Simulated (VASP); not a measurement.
# Hf in VASP: a series of runs

Hf is run at these levels: PBEsol; tasks: single point.

Program: VASP 6.6.1. These are calculated values, not measurements. Logs are shortened: lines on timing, memory, paths and dates and some standing lists are left out, and cuts for length are marked.

**1. The cell of the first run**

The structure is cubic, space group Im-3m (No. 229). Conventional cell: a = 3.791 Å, b = 3.791 Å, c = 3.791 Å, α = 90.00°, β = 90.00°, γ = 90.00°. Within 4.3 Å of Hf (site symmetry m-3m) lie 14 Hf at 3.28 to 3.79 Å.

**2. Single point, PBEsol (strain +0.050 along x and y, +0.050 along z)**

Input file INCAR:

```
SYSTEM = Hf
PREC     = Accurate       ! precision mode
ENCUT    = 520            ! plane-wave cutoff, eV
EDIFF    = 1E-7           ! SCF threshold, eV
ISMEAR   = 0              ! smearing method
SIGMA    = 0.15           ! smearing width, eV
LREAL    = .False.        ! projectors in reciprocal space
LASPH    = .True.         ! aspherical terms in the spheres
NELM     = 60             ! most SCF steps
ALGO     = Fast           ! electronic algorithm
ISIF     = 2              ! what is computed and relaxed
LWAVE    = .False.        ! write WAVECAR
LCHARG   = .True.         ! write CHGCAR
GGA      = PS             ! functional
LELF     = .True.         ! ELF
LVHAR    = .True.       
NBANDS   = 11             ! bands
```

Input file KPOINTS:

```
regular mesh
0
Gamma
  18 18 18
  0 0 0
```

Input file POSCAR:

```
Hf
1.0
   -1.8952500000      1.8952500000      1.8952500000
    1.8952500000     -1.8952500000      1.8952500000
    1.8952500000      1.8952500000     -1.8952500000
Hf
1
Direct
    0.0000000000      0.0000000000      0.0000000000
```

Potentials or basis: VASP PAW PBE potentials, release 64 (Hf_pv).

Launch:

```console
$ cat potpaw_PBE.64/Hf_pv/POTCAR > POTCAR
$ mpirun -np 1 vasp_std > vasp.out
```

OUTCAR:

```text
SYSTEM = Hf
   PREC = Accurate
   ENCUT = 520
   EDIFF = 1E-7
   ISMEAR = 0
   LREAL = .False.
   LASPH = .True.
   NELM = 60
   ISIF = 2
   GGA = PS

 ion  position               nearest neighbor table
   1  0.000  0.000  0.000-

  LATTYP: Found a body centered cubic cell.
 ALAT       =     3.7905000000

  Lattice vectors:

 A1 = (  -1.8952500000,   1.8952500000,   1.8952500000)
 A2 = (   1.8952500000,  -1.8952500000,   1.8952500000)
 A3 = (   1.8952500000,   1.8952500000,  -1.8952500000)

Analysis of symmetry for initial positions (statically):
=====================================================================
 Subroutine PRICEL returns:
 Original cell was already a primitive cell.

 Routine SETGRP: Setting up the symmetry group for a
 body centered cubic supercell.

 Subroutine GETGRP returns: Found 48 space group operations
 (whereof 48 operations were pure point group operations)
 out of a pool of 48 trial point group operations.

The static configuration has the point symmetry O_h .

Analysis of symmetry for dynamics (positions and initial velocities):
=====================================================================
 Subroutine PRICEL returns:
 Original cell was already a primitive cell.

 Routine SETGRP: Setting up the symmetry group for a
 body centered cubic supercell.

 Subroutine GETGRP returns: Found 48 space group operations
 (whereof 48 operations were pure point group operations)
 out of a pool of 48 trial point group operations.

The dynamic configuration has the point symmetry O_h .

 Subroutine INISYM returns: Found 48 space group operations
 (whereof 48 operations are pure point group operations),
 and found     1 'primitive' translations

----------------------------------------------------------------------------------------

                                     Primitive cell

  volume of cell :      27.2307

  direct lattice vectors                    reciprocal lattice vectors
    -1.895250000  1.895250000  1.895250000     0.000000000  0.263817438  0.263817438
     1.895250000 -1.895250000  1.895250000     0.263817438  0.000000000  0.263817438
     1.895250000  1.895250000 -1.895250000     0.263817438  0.263817438  0.000000000

  length of vectors
     3.282669293  3.282669293  3.282669293     0.373094199  0.373094199  0.373094199

  position of ions in fractional coordinates (direct lattice)
     0.000000000  0.000000000  0.000000000

  ion indices of the primitive-cell ions
   primitive index   ion index
                 1           1

----------------------------------------------------------------------------------------

 KPOINTS: regular mesh

Automatic generation of k-mesh.
 Grid dimensions read from file:
 generate k-points for:   18   18   18

 Generating k-lattice:

  Cartesian coordinates                     Fractional coordinates (reciprocal lattice)
     0.000000000  0.014656524  0.014656524     0.055555556  0.000000000  0.000000000
     0.014656524  0.000000000  0.014656524     0.000000000  0.055555556  0.000000000
     0.014656524  0.014656524  0.000000000     0.000000000  0.000000000  0.055555556

  Length of vectors
     0.020727456  0.020727456  0.020727456

  Shift w.r.t. Gamma in fractional coordinates (k-lattice)
     0.000000000  0.000000000  0.000000000

 Subroutine IBZKPT returns following result:
 ===========================================

 Found    195 irreducible k-points:

 Following reciprocal coordinates:
            Coordinates               Weight
  0.000000  0.000000  0.000000      1.000000
  0.055556  0.000000  0.000000     12.000000
  0.111111  0.000000  0.000000     12.000000
  0.166667  0.000000  0.000000     12.000000
  0.222222  0.000000  0.000000     12.000000
  0.277778  0.000000  0.000000     12.000000
[... 16 lines left out ...]
  0.333333  0.111111 -0.000000     48.000000
  0.388889  0.111111  0.000000     48.000000
 [... further k-points ...]
   k-points           NKPTS =    195   k-points in BZ     NKDIM =    195   number of bands    NBANDS=     11
   number of dos      NEDOS =    301   number of ions     NIONS =      1
   total plane-waves  NPLWV =  13824
   dimension x,y,z NGX =    24 NGY =   24 NGZ =   24
   dimension x,y,z NGXF=    48 NGYF=   48 NGZF=   48
   ions per type =               1
   NGX,Y,Z   is equivalent  to a cutoff of  12.15, 12.15, 12.15 a.u.
   NGXF,Y,Z  is equivalent  to a cutoff of  24.31, 24.31, 24.31 a.u.
 SYSTEM =  Hf
   PREC   = accura    normal or accurate (medium, high low for compatibility)
   ISTART =      0    job   : 0-new  1-cont  2-samecut
   ICHARG =      2    charge: 1-file 2-atom 10-const
   ISPIN  =      1    spin polarized calculation?
   LNONCOLLINEAR =      F non collinear calculations
   LSORBIT =      F    spin-orbit coupling
   LASPH  =      T    aspherical Exc in radial PAW
   ENCUT  =  520.0 eV  38.22 Ry    6.18 a.u.   6.10  6.10  6.10*2*pi/ulx,y,z
   NELM   =     60;   NELMIN=  2; NELMDL= -5     # of ELM steps
   EDIFF  = 0.1E-06   stopping-criterion for ELM
   LREAL  =      F    real-space projection
   EDIFFG = 0.1E-05   stopping-criterion for IOM
   NSW    =      0    number of steps for IOM
   IBRION =     -1    ionic relax: 0-MD 1-quasi-New 2-CG
   NFREE  =      0    steps in history (QN), initial steepest desc. (CG)
   ISIF   =      2    stress and relaxation
   ISYM   =      2    0-nonsym 1-usesym 2-fastsym
   POTIM  = 0.5000    time-step for ionic-motion
   TEBEG  =    0.0;   TEEND  =   0.0 temperature during run
   PSTRESS=    0.0 pullay stress
   NELECT =      10.0000    total number of electrons
   NUPDOWN=      -1.0000    fix difference up-down
   EMIN   =  10.00;   EMAX   =-10.00  energy-range for DOS
   EFERMI =   0.00;   METHOD = LEGACY
   ISMEAR =     0;   SIGMA  =   0.15  broadening in eV -4-tet -1-fermi 0-gaus
   EFERMI_NEDOS =   21; number of points for ismear=-14 and -15
   IALGO  =     68    algorithm
   IMIX   =      4    mixing-type and parameters
     AMIX     =   0.40;   BMIX     =  1.00
     AMIX_MAG =   1.60;   BMIX_MAG =  1.00
  volume/ion in A,a.u.               =      27.23       183.76
  Fermi-wavevector in a.u.,A,eV,Ry     =   1.172344  2.215409 18.699711  1.374390
  Thomas-Fermi vector in A             =   2.308774
   LORBIT       =      0    0 simple, 1 ext, 2 COOP (PROOUT), +10 PAW based schemes
   GGA     = PS    functional components
   LHFCALC =     F    Hartree Fock is set to
   AEXX    =    0.0000 exact exchange contribution
   IVDW    =     0    specifies the selected vdW correction
   LEPSILON=     F    determine dielectric tensor
   LRPA    =     F    only Hartree local field effects (RPA)
 non-spin polarized calculation
 RMM-DIIS sequential band-by-band and
 Gauss-broadening in eV      SIGMA  =   0.15
  energy-cutoff  :      520.00
  volume of cell :       27.23
 maximum number of plane-waves:       746
   NGX = 13   NGY = 13   NGZ = 13

 number of electron      10.0000000 magnetization

 number of electron       9.9999999 magnetization

 Free energy of the ion-electron system (eV)
  ---------------------------------------------------
  ext. energy  EPLUGINS =         0.00000000
  ---------------------------------------------------
  free energy    TOTEN  =        -9.94970664 eV

  energy without entropy =       -9.92026231  energy(sigma->0) =       -9.93498447

 E-fermi :   3.2161     XC(G=0): -10.5275

 val. band max:        3.2126091212   @ k =   0.3889   0.1667   0.0556
 cond. band min:       3.2163883287   @ k =  -0.3333   0.3889   0.0556
 fundamental gap:      0.0037792075
 Fermi energy:         3.2160757452

 k-point     1 :       0.0000    0.0000    0.0000
  band No.  band energies     occupation
      1     -27.3563      2.00000
      2     -27.3563      2.00000
      3     -27.3563      2.00000
      4      -3.1898      2.00000
      5       4.5145      0.00000
      6       4.5145      0.00000
      7       4.5145      0.00000
      8       6.7699      0.00000
      9       6.7699      0.00000
     10      15.6022      0.00000
     11      15.6022      0.00000

 k-point     2 :       0.0556    0.0000    0.0000
  band No.  band energies     occupation
      1     -27.3692      2.00000
      2     -27.3606      2.00000
      3     -27.3563      2.00000
      4      -3.0978      2.00000
      5       4.4536      0.00000
      6       4.4925      0.00000
      7       4.6020      0.00000
      8       6.6753      0.00000
      9       6.7704      0.00000
     10      15.6818      0.00000
     11      15.7899      0.00000

 k-point     3 :       0.1111    0.0000    0.0000
  band No.  band energies     occupation
      1     -27.4064      2.00000
      2     -27.3729      2.00000
      3     -27.3562      2.00000
      4      -2.8271      2.00000
      5       4.2850      0.00000
      6       4.4031      0.00000
      7       4.8624      0.00000
      8       6.4717      0.00000
      9       6.7767      0.00000
     10      15.8615      0.00000
     11      16.2636      0.00000

 k-point     4 :       0.1667    0.0000    0.0000
  band No.  band energies     occupation
      1     -27.4627      2.00000
      2     -27.3917      2.00000
      3     -27.3561      2.00000
      4      -2.3948      2.00000
      5       4.0440      0.00000
      6       4.2013      0.00000
      7       5.2887      0.00000
      8       6.3207      0.00000
      9       6.7999      0.00000
     10      15.9248      0.00000
     11      16.8887      0.00000

 k-point     5 :       0.2222    0.0000    0.0000
  band No.  band energies     occupation
      1     -27.5310      2.00000
      2     -27.4147      2.00000
      3     -27.3560      2.00000
      4      -1.8325      2.00000
      5       3.7719      0.00000
      6       3.9010      0.00000
      7       5.8679      0.00000
      8       6.3105      0.00000
      9       6.8521      0.00000
     10      15.5628      0.00000
     11      15.8327      0.00000
[... 211 lines left out ...]
 k-point    21 :       0.2222    0.1111    0.0000
  band No.  band energies     occupation
      1     -27.6130      2.00000
      2     -27.4414      2.00000
      3     -27.3730      2.00000
      4      -0.9543      2.00000
      5       3.4012      0.08091
      6       3.5135      0.00504
      7       6.1843      0.00000
      8       6.8855      0.00000
      9       7.1333      0.00000
     10      14.0330      0.00000
     11      15.4146      0.00000

 k-point    22 :       0.2778    0.1111    0.0000
  band No.  band energies     occupation
      1     -27.6690      2.00000
      2     -27.4684      2.00000
      3     -27.3736      2.00000
      4      -0.3148      2.00000
      5       3.1784      1.27780
      6       3.3312      0.27792
      7       6.3358      0.00000
      8       7.1941      0.00000
      9       7.6874      0.00000
     10      12.7508      0.00000
     11      14.5398      0.00000

 k-point    23 :       0.3333    0.1111   -0.0000
  band No.  band energies     occupation
      1     -27.7139      2.00000
      2     -27.4908      2.00000
      3     -27.3740      2.00000
      4       0.2127      2.00000
      5       3.0553      1.87036
      6       3.2762      0.57096
      7       6.4576      0.00000
      8       7.2545      0.00000
      9       8.4945      0.00000
     10      11.6025      0.00000
     11      13.8503      0.00000

 k-point    24 :       0.3889    0.1111    0.0000
  band No.  band energies     occupation
      1     -27.7429      2.00000
      2     -27.5056      2.00000
      3     -27.3742      2.00000
      4       0.5272      2.00000
      5       2.9789      1.97467
      6       3.3952      0.09121
      7       6.4553      0.00000
      8       7.3534      0.00000
      9       9.1680      0.00000
     10      10.7703      0.00000
     11      13.4105      0.00000

 [... further k-points ...]
[... 5 lines left out ...]
  --------------------------------------------------------------------------------------
  -------------------------------------------------------------------------------------
  Total       -2.9871629     -2.9871629     -2.9871629     -0.0000000     -0.0000000     -0.0000000
  in kB     -175.7559279   -175.7559279   -175.7559279     -0.0000000     -0.0000000     -0.0000000
  external PRESSURE =    -175.7559279 kB  Pullay stress =       0.0000000 kB

 VOLUME and BASIS-vectors are now :
 -----------------------------------------------------------------------------
  energy-cutoff  :      520.00
  volume of cell :       27.23
      direct lattice vectors                 reciprocal lattice vectors
    -1.895250000  1.895250000  1.895250000     0.000000000  0.263817438  0.263817438
     1.895250000 -1.895250000  1.895250000     0.263817438  0.000000000  0.263817438
     1.895250000  1.895250000 -1.895250000     0.263817438  0.263817438  0.000000000

 POSITION                                       TOTAL-FORCE (eV/Angst)
 -----------------------------------------------------------------------------------
      0.00000      0.00000      0.00000         0.000000     -0.000000      0.000000
 -----------------------------------------------------------------------------------
    total drift:                               -0.000000      0.000000     -0.000000

  FREE ENERGIE OF THE ION-ELECTRON SYSTEM (eV)
  ---------------------------------------------------
  free  energy   TOTEN  =        -9.9497066359 eV

  energy  without entropy=       -9.9202623069  energy(sigma->0) =       -9.93498447
```

Run time: 21 s. Hardware: 1 thread of Intel Xeon 6975P-C (Granite Rapids), shared host; peak memory 0.17 GiB.

Results:

```
Free energy            : -9.9497 eV
Pressure               : -17.6 GPa
Band gap on the k mesh : zero (band 5 reaches 4.51 eV, above the bottom of band 6 at 2.59 eV)
```

Levels at points of the mesh, in eV from the Fermi level:
```tsv
k point	band 3	band 4	band 5	band 6	band 7	band 8
(0.00, 0.00, 0.00)	-30.57	-6.41	1.30	1.30	1.30	3.55
(0.50, 0.00, 0.00)	-30.57	-2.87	-0.27	0.51	3.30	4.11
(0.50, 0.50, 0.50)	-30.87	-1.86	-1.86	5.36	5.36	5.36
```

Caveat: the cell differs from its parent crystal (strain +0.050 along x and y, +0.050 along z); the PAW data sets were made with another functional, which shifts forces and pressure a little; spin-orbit coupling is left out, which moves the levels of the heavy elements.

(Part 1 of 2 ends here.)
